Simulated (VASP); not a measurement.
Wanted: the native input for a VASP 6.6.1 run.

```
Task                   : single point
Functional             : PBE
Potentials or basis    : VASP PAW PBE potentials, release 64 (Na_pv, S)
Cutoff                 : 500 eV
k mesh                 : 5 × 5 × 5
Occupations            : gaussian, width 0.01 eV
Spin                   : no spin polarisation
Dipole correction      : no
Further INCAR settings : ALGO = Normal; EDIFF = 1e-06; NBANDS = 17
```

The structure of Na2S lies in POSCAR:

```
Na2S
1.0
    0.0000000000      3.1837695226      3.1837695226
    3.1837695226      0.0000000000      3.1837695226
    3.1837695226      3.1837695226      0.0000000000
Na S
2 1
Direct
    0.2500000000      0.2500000000      0.2500000000
    0.7500000000      0.7500000000      0.7500000000
    0.0000000000      0.0000000000      0.0000000000
```

The input as run:

INCAR

```
SYSTEM = Na2S
ALGO = Normal ; EDIFF = 1E-6
ENCUT = 500 ; GGA = PE
GGA_COMPAT = .False. ; ISIF = 2
ISMEAR = 0 ; LASPH = .True.
LCHARG = .True. ; LELF = .True.
LREAL = .False. ; LVHAR = .True.
LWAVE = .False. ; NBANDS = 17
NELM = 120 ; PREC = Accurate
SIGMA = 0.01
```

KPOINTS

```
k-points
0
Gamma
  5 5 5
  0 0 0
```

Potentials or basis: VASP PAW PBE potentials, release 64 (Na_pv, S).

Command:

```bash
$ cat potpaw_PBE.64/Na_pv/POTCAR potpaw_PBE.64/S/POTCAR > POTCAR
$ mpirun -np 1 vasp_std > vasp.out
```

Results of the run:

| Quantity | Value |
| --- | --- |
| Pressure | 3.2 GPa |
| Band gap on the k mesh | 2.76 eV, direct |

Run time: 16 s on 1 thread of Intel Xeon 6975P-C, with other jobs on the host, peak memory 0.19 GiB.
